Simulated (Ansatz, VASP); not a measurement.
**TaTlH4: VASP beside Ansatz**

The input INCAR:

```
SYSTEM = TaTlH4
ALGO = Normal
EDIFF = 1E-7
EDIFFG = -0.04
ENCUT = 600
GGA = PE
IBRION = 2
ISIF = 3
ISMEAR = 0
LASPH = .True.
LCHARG = .False.
LREAL = .False.
LWAVE = .False.
NELM = 80
NSW = 90
PREC = Accurate
SIGMA = 0.1
```

File KPOINTS:

```
k-points
0
Gamma
  4 4 4
  0 0 0
```

POSCAR

```
TaTlH4
1.0
    4.2057738900      0.0000000000      0.0000000000
    0.0000000000      4.2057738900      0.0000000000
    0.0000000000      0.0000000000      5.9478624700
Ta Tl H
1 1 4
Direct
    0.5000000000      0.5000000000      0.5000000000
    0.0000000000      0.0000000000      0.0000000000
    0.5000000000      0.0000000000      0.2500000000
    0.0000000000      0.5000000000      0.7500000000
    0.5000000000      0.0000000000      0.7500000000
    0.0000000000      0.5000000000      0.2500000000
```

Input for Ansatz:

```yaml
crystal:
  lattice:
    - [4.20577389, 0.0, 0.0]
    - [0.0, 4.20577389, 0.0]
    - [0.0, 0.0, 5.94786247]
  atoms:
    - { symbol: Ta, position: [0.5, 0.5, 0.5] }
    - { symbol: Tl, position: [0.0, 0.0, 0.0] }
    - { symbol: H, position: [0.5, 0.0, 0.25] }
    - { symbol: H, position: [0.0, 0.5, 0.75] }
    - { symbol: H, position: [0.5, 0.0, 0.75] }
    - { symbol: H, position: [0.0, 0.5, 0.25] }
basis:
  ecutwfc: 420
kpoints:
  mp_grid: { grid: [4, 4, 4] }
hamiltonian:
  xc: pbe
scf:
  occupations: { method: gaussian, width: 0.1 }
  lower_state_search: "off"
output:
  forces: true
  stress: true
  eigenvalues: true
relax:
  adjacent_minimum: "off"
  f_tol: 0.04
  max_steps: 70
  cell: { stress_tol: 0.4 }
```

Alike in both runs: task relaxation of cell and atoms; functional PBE; k mesh 4 × 4 × 4; occupations gaussian, width 0.1 eV; no spin polarisation.

|  | VASP | Ansatz |
| --- | --- | --- |
| version | VASP 6.6.1 | Ansatz 0.2.0 |
| potentials or method | VASP PAW PBE potentials, release 64 (Ta_pv, Tl_d, H), cutoff 600 eV | scalar-relativistic, plane waves, PAW |
| valence electrons in the cell | 28 | 30 |

```csv
,VASP,Ansatz,Ansatz less VASP
"gap on the k mesh at the Fermi level, each at its own relaxed structure (eV)",none,none,-
relaxed volume (Å³/atom),11.78,11.55,-0.227
relaxed cell length with the largest relative difference (Å),7.346,7.176,-0.1704
```

A gap of «none» marks a metal or a gap that the smearing closes. VASP's potentials hold 28 valence electrons a cell and Ansatz's 30, so a difference there can come from the potentials and not from the codes.

The k mesh is coarse, so the values compare programs but aren't converged. Neither program's run includes spin-orbit coupling. Noted on VASP's run: the volume moved by over 15 % at a fixed basis, so the end points are rough.
